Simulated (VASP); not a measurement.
Pd: single point with PBEsol

Crystal: Pd.

```
Pd
1.0
     0.00000    1.93734    1.93734
     1.93734    0.00000    1.93734
     1.93734    1.93734    0.00000
Pd
1
Direct
  0.00000 0.00000 0.00000
```

```yaml
Program: VASP 6.6.1
Task: single point
Functional: PBEsol
Potentials_or_basis: VASP PAW PBE potentials, release 64 (Pd)
Cutoff: 520 eV
k_mesh: 10 × 10 × 10
Occupations: fermi-dirac, width 0.05 eV
Spin: no spin polarisation
```

```json
{
  "Pressure": "-0.3 GPa",
  "Band gap on the k mesh": "zero (band 5 reaches 10.18 eV, above the bottom of band 6 at 8.57 eV)"
}
```

Levels at points of the mesh, in eV from the Fermi level:
```csv
k point,band 1,band 2,band 3,band 4,band 5,band 6,band 7,band 8,band 9,band 10
"(0.00, 0.00, 0.00)",-7.38,-2.94,-2.94,-2.94,-1.27,-1.27,17.11,21.96,21.96,21.96
"(0.50, 0.00, 0.00)",-5.48,-2.98,-2.98,-0.03,-0.03,0.86,7.36,16.46,21.12,21.12
"(0.50, 0.50, 0.00)",-5.57,-5.27,-0.06,0.29,0.29,3.22,10.84,13.16,13.16,21.67
```

It took 8.9 s on 1 thread of Intel Xeon 8259CL (shared host), peak memory 0.13 GiB.

Caveat: the PAW data sets were made with another functional, which shifts forces and pressure a little.
